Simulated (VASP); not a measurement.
# Li (P6_3/mmc) in VASP: further runs

Runs on Li. Level: PBE+D3(BJ). Tasks: single point.

Everything below comes from runs of VASP 6.6.1. Logs are shortened: lines on timing, memory, paths and dates and some standing lists are left out, and cuts for length are marked.

## 1. The cell of the first run

The structure is hexagonal, space group P6_3/mmc (No. 194). Conventional cell: a = 3.157 Å, b = 3.157 Å, c = 4.471 Å, α = 90.00°, β = 90.00°, γ = 120.00°. Li (site symmetry -6m2) has 12 Li at 2.88 to 3.16 Å within 3.8 Å.

## 2. Single point, PBE+D3(BJ)

File INCAR:

```
SYSTEM = Li
PREC = Accurate
ENCUT = 520
EDIFF = 1E-6
ISMEAR = 0
SIGMA = 0.1
LREAL = .False.
LASPH = .True.
NELM = 80
ALGO = Normal
ISIF = 2
LWAVE = .False.
LCHARG = .False.
GGA = PE
IVDW = 12
NBANDS = 10
```

File KPOINTS:

```
Automatic mesh
0
Gamma
  12 12 8
  0 0 0
```

File POSCAR:

```
Li
1.0
    3.1570597461      0.0000000000      0.0000000000
   -1.5785298730      2.7340939414      0.0000000000
    0.0000000000      0.0000000000      4.4711233492
Li
2
Direct
    0.3333333333      0.6666666667      0.2500000000
    0.6666666667      0.3333333333      0.7500000000
```

Potentials or basis: VASP PAW PBE potentials, release 64 (Li_sv).

On the command line:

```sh
cat potpaw_PBE.64/Li_sv/POTCAR > POTCAR
mpirun -np 1 vasp_std > vasp.out
```

OUTCAR:

```text
SYSTEM = Li
   PREC = Accurate
   ENCUT = 520
   EDIFF = 1E-6
   ISMEAR = 0
   LREAL = .False.
   LASPH = .True.
   NELM = 80
   ISIF = 2
   GGA = PE
   IVDW = 12
 IVDW          = 12

 ion  position               nearest neighbor table
   1  0.333  0.667  0.250-
   2  0.667  0.333  0.750-

  LATTYP: Found a hexagonal cell.
 ALAT       =     3.1570597461
 C/A-ratio  =     1.4162301980

  Lattice vectors:

 A1 = (   3.1570597461,   0.0000000000,   0.0000000000)
 A2 = (  -1.5785298730,   2.7340939414,   0.0000000000)
 A3 = (   0.0000000000,   0.0000000000,   4.4711233492)

Analysis of symmetry for initial positions (statically):
=====================================================================
 Subroutine PRICEL returns:
 Original cell was already a primitive cell.

 Routine SETGRP: Setting up the symmetry group for a
 hexagonal supercell.

 Subroutine GETGRP returns: Found 24 space group operations
 (whereof 12 operations were pure point group operations)
 out of a pool of 24 trial point group operations.

The static configuration has the point symmetry D_3d.
 The point group associated with its full space group is D_6h.

Analysis of symmetry for dynamics (positions and initial velocities):
=====================================================================
 Subroutine PRICEL returns:
 Original cell was already a primitive cell.

 Routine SETGRP: Setting up the symmetry group for a
 hexagonal supercell.

 Subroutine GETGRP returns: Found 24 space group operations
 (whereof 12 operations were pure point group operations)
 out of a pool of 24 trial point group operations.

The dynamic configuration has the point symmetry D_3d.
 The point group associated with its full space group is D_6h.

 Subroutine INISYM returns: Found 24 space group operations
 (whereof 12 operations are pure point group operations),
 and found     1 'primitive' translations

----------------------------------------------------------------------------------------

                                     Primitive cell

  volume of cell :      38.5934

  direct lattice vectors                    reciprocal lattice vectors
     3.157059746  0.000000000  0.000000000     0.316750420  0.182875940  0.000000000
    -1.578529873  2.734093941  0.000000000     0.000000000  0.365751880  0.000000000
     0.000000000  0.000000000  4.471123349     0.000000000  0.000000000  0.223657440

  length of vectors
     3.157059746  3.157059746  4.471123349     0.365751880  0.365751880  0.223657440

  position of ions in fractional coordinates (direct lattice)
     0.333333333  0.666666667  0.250000000
     0.666666667  0.333333333  0.750000000

  ion indices of the primitive-cell ions
   primitive index   ion index
                 1           1
                 2           2
[... 84 lines left out ...]
   NUPDOWN=      -1.0000    fix difference up-down
   EMIN   =  10.00;   EMAX   =-10.00  energy-range for DOS
   EFERMI =   0.00;   METHOD = LEGACY
   ISMEAR =     0;   SIGMA  =   0.10  broadening in eV -4-tet -1-fermi 0-gaus
   EFERMI_NEDOS =   21; number of points for ismear=-14 and -15
   IALGO  =     38    algorithm
   IMIX   =      4    mixing-type and parameters
     AMIX     =   0.40;   BMIX     =  1.00
     AMIX_MAG =   1.60;   BMIX_MAG =  1.00
  volume/ion in A,a.u.               =      19.30       130.22
  Fermi-wavevector in a.u.,A,eV,Ry     =   0.880280  1.663488 10.543063  0.774893
  Thomas-Fermi vector in A             =   2.000619
   LORBIT       =      0    0 simple, 1 ext, 2 COOP (PROOUT), +10 PAW based schemes
   GGA     = PE    functional components
   LHFCALC =     F    Hartree Fock is set to
   AEXX    =    0.0000 exact exchange contribution
   IVDW    =    12    specifies the selected vdW correction
   LEPSILON=     F    determine dielectric tensor
   LRPA    =     F    only Hartree local field effects (RPA)
 non-spin polarized calculation
 Gauss-broadening in eV      SIGMA  =   0.10
  energy-cutoff  :      520.00
  volume of cell :       38.59
 maximum number of plane-waves:      1062
 NGX is ok and might be reduce to    24
   NGX = 11   NGY = 11   NGZ = 17

 number of electron       6.0000007 magnetization

 Free energy of the ion-electron system (eV)
  ---------------------------------------------------
  ext. energy  EPLUGINS =         0.00000000
  ---------------------------------------------------
  free energy    TOTEN  =        -3.77934447 eV

  energy without entropy =       -3.77620168  energy(sigma->0) =       -3.77777307

 E-fermi :   0.7543     XC(G=0):  -7.1647

 val. band max:        0.7446736762   @ k =   0.4167   0.1667   0.0000
 cond. band min:       0.8278137236   @ k =   0.4167   0.1667   0.1250
 fundamental gap:      0.0831400474
 Fermi energy:         0.7542690403

 k-point     1 :       0.0000    0.0000    0.0000
  band No.  band energies     occupation
      1     -45.7186      2.00000
      2     -45.6836      2.00000
      3      -2.8541      2.00000
      4       1.6577      0.00000
      5       5.0485      0.00000
      6      11.9370      0.00000
      7      11.9371      0.00000
      8      13.6402      0.00000
      9      13.6402      0.00000
     10      16.8078      0.00000
[... 287 lines left out ...]
 k-point    24 :       0.3333   -0.0000    0.1250
  band No.  band energies     occupation
      1     -45.7041      2.00000
      2     -45.6856      2.00000
      3      -1.1354      2.00000
      4       2.7757      0.00000
      5       4.5621      0.00000
      6       7.7674      0.00000
      7       8.7837      0.00000
      8       9.5664      0.00000
      9      12.2354      0.00000
     10      13.6876      0.00000

 [... further k-points ...]

------------------------ aborting loop because EDIFF is reached ----------------------------------------

 Edisp (eV)   -0.35551

 E8    (eV) :    -0.1480

  FORCE on cell =-STRESS in cart. coord.  units (eV):
  Direction    XX          YY          ZZ          XY          YZ          ZX
  --------------------------------------------------------------------------------------
  -------------------------------------------------------------------------------------
  Total      -0.46212    -0.46212     0.32872    -0.00000     0.00000     0.00000
  in kB     -19.18460   -19.18460    13.64650    -0.00000     0.00000     0.00000
  external pressure =       -8.24 kB  Pullay stress =        0.00 kB

 VOLUME and BASIS-vectors are now :
 -----------------------------------------------------------------------------
  energy-cutoff  :      520.00
  volume of cell :       38.59
      direct lattice vectors                 reciprocal lattice vectors
     3.157059746  0.000000000  0.000000000     0.316750420  0.182875940  0.000000000
    -1.578529873  2.734093941  0.000000000     0.000000000  0.365751880  0.000000000
     0.000000000  0.000000000  4.471123349     0.000000000  0.000000000  0.223657440

 POSITION                                       TOTAL-FORCE (eV/Angst)
 -----------------------------------------------------------------------------------
     -0.00000      1.82273      1.11778         0.000000     -0.000000     -0.000000
      1.57853      0.91136      3.35334        -0.000000      0.000000      0.000000
 -----------------------------------------------------------------------------------
    total drift:                               -0.000000      0.000000      0.000000

  FREE ENERGIE OF THE ION-ELECTRON SYSTEM (eV)
  ---------------------------------------------------
  free  energy   TOTEN  =        -4.1348512826 eV

  energy  without entropy=       -4.1317084935  energy(sigma->0) =       -4.13327989
```

stdout:

```text
POSCAR found type information on POSCAR Li
 POSCAR found :  1 types and       2 ions
 scaLAPACK will be used
 LDA part: xc-table for (Slater+PW92), standard interpolation
 POSCAR, INCAR and KPOINTS ok, starting setup
 FFT: planning ... GRIDC
 FFT: planning ... GRID_SOFT
 FFT: planning ... GRID
 WAVECAR not read
 entering main loop
```

Wall time 20 s (1 thread of AMD EPYC 7R13 (Zen 3), shared host); peak memory 0.14 GiB.

Results:

- Free energy: -4.1349 eV
- Band gap on the k mesh: zero (band 3 reaches 2.60 eV, above the bottom of band 4 at -1.47 eV)
- Dispersion energy per atom: -0.178 eV

Levels at points of the mesh, in eV from the Fermi level:
```tsv
k point	band 1	band 2	band 3	band 4	band 5	band 6	band 7
(0.00, 0.00, 0.00)	-46.47	-46.44	-3.61	0.90	4.29	11.18	11.18
(0.50, 0.00, 0.00)	-46.45	-46.44	-0.39	0.79	5.17	6.54	7.39
(0.00, 0.00, 0.50)	-46.46	-46.46	-2.23	-2.23	10.72	10.72	12.49
(0.50, 0.00, 0.50)	-46.45	-46.45	0.57	0.57	3.49	3.49	9.18
```

Caveat: the cutoff is under 1.25 times the usual one of these potentials, so pressure, stress and relaxed cells hold a basis-set (Pulay) error; pairwise dispersion overbinds metals, which lowers pressure and volume.

## 3. Single point, PBE+D3(BJ)

This run uses another cell than the first one, of 20.14 Å³/atom, 1.044 times its volume.

File INCAR:

```
SYSTEM = Li
PREC = Accurate ; ENCUT = 520
EDIFF = 1E-7 ; ISMEAR = 0
SIGMA = 0.1 ; LREAL = .False.
LASPH = .True. ; NELM = 80
ALGO = Normal ; ISIF = 2
LWAVE = .False. ; LCHARG = .True.
GGA = PE ; IVDW = 12
LELF = .True. ; LVHAR = .True.
NBANDS = 10
```

File KPOINTS:

```
regular mesh
0
Gamma
  12 12 8
  0 0 0
```

Edit POSCAR of step 2 so:

```diff
@@ -4,3 +4,3 @@
    -1.5785298730      2.7340939414      0.0000000000
-    0.0000000000      0.0000000000      4.4711233492
+    0.0000000000      0.0000000000      4.6670363760
 Li
```

Potentials or basis: VASP PAW PBE potentials, release 64 (Li_sv).

On the command line:

```sh
cat potpaw_PBE.64/Li_sv/POTCAR > POTCAR
mpirun -np 1 vasp_std > vasp.out
```

OUTCAR:

```text
SYSTEM = Li
   PREC = Accurate
   ENCUT = 520
   EDIFF = 1E-7
   ISMEAR = 0
   LREAL = .False.
   LASPH = .True.
   NELM = 80
   ISIF = 2
   GGA = PE
   IVDW = 12
 IVDW          = 12

 ion  position               nearest neighbor table
   1  0.333  0.667  0.250-
   2  0.667  0.333  0.750-

  LATTYP: Found a hexagonal cell.
 ALAT       =     3.1570597461
 C/A-ratio  =     1.4782857315

  Lattice vectors:

 A1 = (   3.1570597461,   0.0000000000,   0.0000000000)
 A2 = (  -1.5785298730,   2.7340939414,   0.0000000000)
 A3 = (   0.0000000000,   0.0000000000,   4.6670363760)

Analysis of symmetry for initial positions (statically):
=====================================================================
 Subroutine PRICEL returns:
 Original cell was already a primitive cell.

 Routine SETGRP: Setting up the symmetry group for a
 hexagonal supercell.

 Subroutine GETGRP returns: Found 24 space group operations
 (whereof 12 operations were pure point group operations)
 out of a pool of 24 trial point group operations.

The static configuration has the point symmetry D_3d.
 The point group associated with its full space group is D_6h.

Analysis of symmetry for dynamics (positions and initial velocities):
[... 174 lines left out ...]
      5       4.4004      0.00000
      6      11.9791      0.00000
      7      11.9791      0.00000
      8      13.5720      0.00000
      9      13.5720      0.00000
     10      16.3914      0.00000
[... 287 lines left out ...]
 k-point    24 :       0.3333    0.0000    0.1250
  band No.  band energies     occupation
      1     -45.8819      2.00000
      2     -45.8680      2.00000
      3      -1.1888      2.00000
      4       2.4901      0.00000
      5       4.3355      0.00000
      6       7.2027      0.00000
      7       8.8232      0.00000
      8       9.2040      0.00000
      9      11.7320      0.00000
     10      13.2371      0.00000

 [... further k-points ...]

------------------------ aborting loop because EDIFF is reached ----------------------------------------

 Edisp (eV)   -0.34034

 E8    (eV) :    -0.1418

  FORCE on cell =-STRESS in cart. coord.  units (eV):
  Direction    XX          YY          ZZ          XY          YZ          ZX
  --------------------------------------------------------------------------------------
  -------------------------------------------------------------------------------------
  Total      -0.50224    -0.50224    -0.01471    -0.00000     0.00000    -0.00000
  in kB     -19.97483   -19.97483    -0.58495    -0.00000     0.00000    -0.00000
  external pressure =      -13.51 kB  Pullay stress =        0.00 kB

 VOLUME and BASIS-vectors are now :
 -----------------------------------------------------------------------------
  energy-cutoff  :      520.00
  volume of cell :       40.28
      direct lattice vectors                 reciprocal lattice vectors
     3.157059746  0.000000000  0.000000000     0.316750420  0.182875940  0.000000000
    -1.578529873  2.734093941  0.000000000     0.000000000  0.365751880  0.000000000
     0.000000000  0.000000000  4.667036376     0.000000000  0.000000000  0.214268739

 POSITION                                       TOTAL-FORCE (eV/Angst)
 -----------------------------------------------------------------------------------
     -0.00000      1.82273      1.16676        -0.000000     -0.000000      0.000000
      1.57853      0.91136      3.50028         0.000000      0.000000      0.000000
 -----------------------------------------------------------------------------------
    total drift:                               -0.000000      0.000000      0.000000

  FREE ENERGIE OF THE ION-ELECTRON SYSTEM (eV)
  ---------------------------------------------------
  free  energy   TOTEN  =        -4.1424875706 eV

  energy  without entropy=       -4.1386319682  energy(sigma->0) =       -4.14055977
```

OSZICAR:

```text
N       E                     dE             d eps       ncg     rms          rms(c)
DAV:   1     0.181388891617E+02    0.18139E+02   -0.32241E+03  1900   0.562E+02
DAV:   2    -0.847071272596E+00   -0.18986E+02   -0.18427E+02  2432   0.111E+02
DAV:   3    -0.374792368673E+01   -0.29009E+01   -0.28773E+01  3132   0.336E+01
DAV:   4    -0.380503927867E+01   -0.57116E-01   -0.57077E-01  2482   0.510E+00
DAV:   5    -0.380568410556E+01   -0.64483E-03   -0.64474E-03  2566   0.493E-01    0.306E-01
DAV:   6    -0.380324650914E+01    0.24376E-02   -0.70696E-04  3442   0.115E-01    0.175E-01
DAV:   7    -0.380215955567E+01    0.10870E-02   -0.14412E-03  3562   0.169E-01    0.403E-02
DAV:   8    -0.380215660209E+01    0.29536E-05   -0.20136E-05  2222   0.405E-02    0.290E-03
DAV:   9    -0.380215101071E+01    0.55914E-05   -0.10704E-06  2954   0.988E-03    0.605E-04
DAV:  10    -0.380214849744E+01    0.25133E-05   -0.45853E-08  1574   0.183E-03    0.170E-04
DAV:  11    -0.380214843296E+01    0.64481E-07   -0.70310E-09  1292   0.801E-04
   1 F= -.41424876E+01 E0= -.41405598E+01  d E =-.385560E-02
```

Wall time 22 s (1 thread of AMD EPYC 7R13 (Zen 3), shared host); peak memory 0.14 GiB.

What came out:

```yaml
Free_energy: -4.1425 eV
Band_gap_on_the_k_mesh: zero (band 3 reaches 2.55 eV, above the bottom of band 4 at -1.64 eV)
Dispersion_energy_per_atom: -0.170 eV
```

Caveat: the cutoff is under 1.25 times the usual one of these potentials, so pressure, stress and relaxed cells hold a basis-set (Pulay) error; pairwise dispersion overbinds metals, which lowers pressure and volume.
